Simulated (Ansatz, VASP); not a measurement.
# HfN: VASP beside Ansatz

The input INCAR:

```
SYSTEM = HfN
PREC = Accurate
ENCUT = 520
EDIFF = 1E-6
ISMEAR = 0
SIGMA = 0.15
LREAL = .FALSE.
LASPH = .TRUE.
NELM = 60
ALGO = Normal
ISIF = 2
LWAVE = .FALSE.
LCHARG = .FALSE.
GGA = CA
NBANDS = 14
```

File KPOINTS:

```
regular mesh
0
G
  18 18 18
  0 0 0
```

Contents of POSCAR:

```
HfN
1.0
    0.0000000000      2.2339756793      2.2339756793
    2.2339756793      0.0000000000      2.2339756793
    2.2339756793      2.2339756793      0.0000000000
Hf N
1 1
Direct
    0.0000000000      0.0010538503      0.0000000000
    0.5000000000      0.4865710266      0.5000000000
```

Input for Ansatz:

```yaml
crystal:
  lattice:
    - [0.0, 2.2339756793, 2.2339756793]
    - [2.2339756793, 0.0, 2.2339756793]
    - [2.2339756793, 2.2339756793, 0.0]
  atoms:
    - { symbol: Hf, position: [0.0, 0.0010538503, 0.0] }
    - { symbol: "N", position: [0.5, 0.4865710266, 0.5] }
basis:
  ecutwfc: 520.0
kpoints:
  mp_grid: { grid: [18, 18, 18] }
hamiltonian:
  xc: lda
  pseudopotentials: { kind: paw, azcp: { folder: soft_1 } }
scf:
  occupations: { method: gaussian, width: 0.15 }
output:
  forces: true
  stress: true
  eigenvalues: true
```

Change from the starting cell: mode 4 frozen in at -0.030 Å and mode 6 at -0.030 Å (largest displacements).

Alike in both runs: task single point; functional LDA; k mesh 18 × 18 × 18; occupations gaussian, width 0.15 eV; no spin polarisation.

|  | VASP | Ansatz |
| --- | --- | --- |
| version | VASP 6.6.1 | Ansatz 0.2.0 |
| potentials or method | VASP PAW LDA potentials, release 64 (Hf_pv, N), cutoff 520 eV | scalar-relativistic, plane waves, PAW |
| valence electrons in the cell | 15 | 31 |

Ansatz gave:

| Item | Value |
| --- | --- |
| gap on the k mesh at the Fermi level (eV) | none |
| pressure (GPa) | 0.3 |
| traceless stress, the component that is largest in VASP (GPa) | -0.29 |
| rms of the force components (eV/Å) | 0.335 |

Question: Estimate VASP's values.

Answer: gap on the k mesh at the Fermi level (eV): none; pressure (GPa): -0.9; traceless stress, the component that is largest in VASP (GPa): -0.29; rms of the force components (eV/Å): 0.338.

Ansatz warns that its potentials were made for another functional, while VASP's fit it. LDA's correlation is that of Perdew and Zunger in VASP and of Perdew and Wang (1992) in Ansatz. Atom by atom the forces differ by 0.003 eV/Å (rms over components). A gap of «none» marks a metal or a gap that the smearing closes. VASP's potentials hold 15 valence electrons a cell and Ansatz's 31, so a difference there can come from the potentials and not from the codes.

Spin-orbit coupling is off throughout.
